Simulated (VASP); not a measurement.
Write the native input for VASP 6.6.1 that does the following.

```
Task                   : relaxation of cell and atoms
Functional             : PBEsol
Potentials or basis    : VASP PAW PBE potentials, release 64 (Sn_d)
Cutoff                 : 600 eV
k mesh                 : 12 × 12 × 12
Occupations            : fermi-dirac, width 0.1 eV
Spin                   : no spin polarisation
Target pressure        : 98 GPa
Dipole correction      : no
Further INCAR settings : ALGO = Normal; EDIFF = 1e-07; IBRION = 2; EDIFFG = -0.005; NSW = 60; ISIF = 3
```

The structure of Sn lies in POSCAR:

```
Sn
1.0
    0.0000000000      2.5714328048      2.5714328048
    2.5714328048      0.0000000000      2.5714328048
    2.5714328048      2.5714328048      0.0000000000
Sn
2
Direct
   -0.1250000000     -0.1250000000     -0.1250000000
    0.1250000000      0.1250000000      0.1250000000
```

One way to write it, as run:

INCAR

```
SYSTEM = Sn
  PREC = Accurate
  ENCUT = 600
  EDIFF = 1E-7
  ISMEAR = -1
  SIGMA = 0.1
  LREAL = .FALSE.
  LASPH = .TRUE.
  NELM = 60
  ALGO = Normal
  ISIF = 3
  LWAVE = .FALSE.
  LCHARG = .FALSE.
  GGA = PS
  IBRION = 2
  NSW = 60
  EDIFFG = -0.005
  PSTRESS = 980.0
```

KPOINTS

```
Automatic mesh
0
G
  12 12 12
  0 0 0
```

Potentials or basis: VASP PAW PBE potentials, release 64 (Sn_d).

Command:

```console
$ cat potpaw_PBE.64/Sn_d/POTCAR > POTCAR
$ mpirun -np 1 vasp_std > vasp.out
```

Results of the run:

The relaxed volume is 19.46 Å³/atom. The relaxed cell is a = 3.804 Å, b = 3.804 Å, c = 3.804 Å, α = 60.00°, β = 60.00°, γ = 60.00°, the space group after relaxing (to 0.05 Å) is Fd-3m (No. 227) and the energy change on relaxing (the enthalpy is what falls) is -1962.8 meV/atom. The ionic steps are 5 and the pressure after relaxing is 98.0 GPa. The band gap on the k mesh is zero (band 14 reaches 14.05 eV, above the bottom of band 15 at 13.26 eV).

Caveat: the cell is relaxed towards a set pressure, so the enthalpy falls and the energy may rise; the PAW data sets were made with another functional, which shifts forces and pressure a little; spin-orbit coupling is left out, which moves the levels of the heavy elements.

Run time: 2.3 min on 1 thread of Intel(R) Xeon(R) 6975P-C (Granite Rapids), on a shared host, peak memory 0.2 GiB.
